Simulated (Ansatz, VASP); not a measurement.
**Cu: VASP beside Ansatz**

```xyz
10
Lattice="2.5562 0.0000 0.0000 1.2781 2.2137 0.0000 0.0000 0.0000 32.7841" Properties=species:S:1:pos:R:3 pbc="T T T"
Cu    2.5562    0.0000    7.2680
Cu    1.2781    0.7379    9.2788
Cu    2.5562    1.4758   11.3058
Cu    3.8343    2.2137   13.3384
Cu    1.2781    0.7379   15.3758
Cu    2.5562    1.4758   17.4083
Cu    3.8343    2.2137   19.4457
Cu    1.2781    0.7379   21.4783
Cu    2.5562    1.4758   23.5052
Cu    3.8343    2.2137   25.5161
```

Alike in both runs: functional PBEsol; k mesh 18 × 18 × 1; occupations gaussian, width 0.1 eV; no spin polarisation.

Ansatz relaxed the structure, and its values are those at the end. VASP's run is a single point on that final structure, the one shown.

|  | VASP | Ansatz |
| --- | --- | --- |
| version | VASP 6.6.1 | Ansatz 0.2.0 |
| potentials or method | VASP PAW PBE potentials, release 64 (Cu) | scalar-relativistic, plane waves, PAW |
| plane-wave cutoff (eV) | 520 | 420 |
| valence electrons in the cell | 110 | 190 |

```tsv
	VASP	Ansatz	Ansatz less VASP
gap on the k mesh at the Fermi level (eV)	none	none	-
rms of the force components (eV/Å)	0.006	0.000	-0.0060
```

VASP's potentials were made for PBE, not for PBEsol. A gap of «none» marks a metal or a gap that the smearing closes. VASP's potentials hold 110 valence electrons a cell and Ansatz's 190, so a difference there can come from the potentials and not from the codes. Ansatz's warnings: structure snapped to symmetry, vacuum density over bound, xc potential rough in thin density.
